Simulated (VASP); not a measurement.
Input of a VASP 6.6.1 run:

The input INCAR:

```
ALGO = Normal ; EDIFF = 1E-6
ENCUT = 500 ; GGA = PE
GGA_COMPAT = F ; ISIF = 2
ISMEAR = 0 ; LASPH = T
LCHARG = F ; LMAXMIX = 6
LREAL = F ; LWAVE = F
NBANDS = 32 ; NELM = 200
PREC = Accurate ; SIGMA = 0.1
```

The input KPOINTS:

```
k-points
0
Gamma
  10 10 10
```

The input POSCAR:

```
DyAgH2
1.0
   -2.1359954607      2.1359954607      5.3823037535
    2.1359954607     -2.1359954607      5.3823037535
    2.1359954607      2.1359954607     -5.3823037535
Dy Ag H
2 2 4
Direct
    0.0000000000      0.0000000000      0.0000000000
    0.7500000000      0.2500000000      0.5000000000
    0.5000000000      0.5000000000      0.0000000000
    0.2500000000      0.7500000000      0.5000000000
    0.2026774205      0.2026774205      0.0000000000
    0.7973225795      0.7973225795      0.0000000000
    0.5473225795      0.0473225795      0.5000000000
    0.9526774205      0.4526774205      0.5000000000
```

Potentials or basis: VASP PAW PBE potentials, release 64 (Dy_3, Ag, H), 4f in core.

Launch:

```bash
$ cat potpaw_PBE.64/Dy_3/POTCAR potpaw_PBE.64/Ag/POTCAR potpaw_PBE.64/H/POTCAR > POTCAR
$ mpirun -np 1 vasp_std > vasp.out
```

Task: Estimate the largest force.

Result: 0.007 eV/Å.

Task: What does it give for the pressure?

Result: 5.7 GPa.

Task: Predict the band gap on the k mesh.

Result: Zero (bands 22 and 23 overlap by 1.81 eV).

Forces on the atoms (eV/Å):
```
Dy   0.000  0.000  0.000
Dy   0.000  0.000  0.000
Ag   0.000  0.000  0.000
Ag   0.000  0.000  0.000
H    0.000  0.000  0.007
H    0.000  0.000 -0.007
H    0.000  0.000 -0.007
H    0.000  0.000  0.007
```

Caveat: the cell stands under pressure; spin-orbit coupling is left out, which moves the levels of the heavy elements; the 4f electrons are frozen in the core, so they carry no moment and show no levels. Spin polarisation is off, so any magnetic state and its effect on volume and gap are missing.
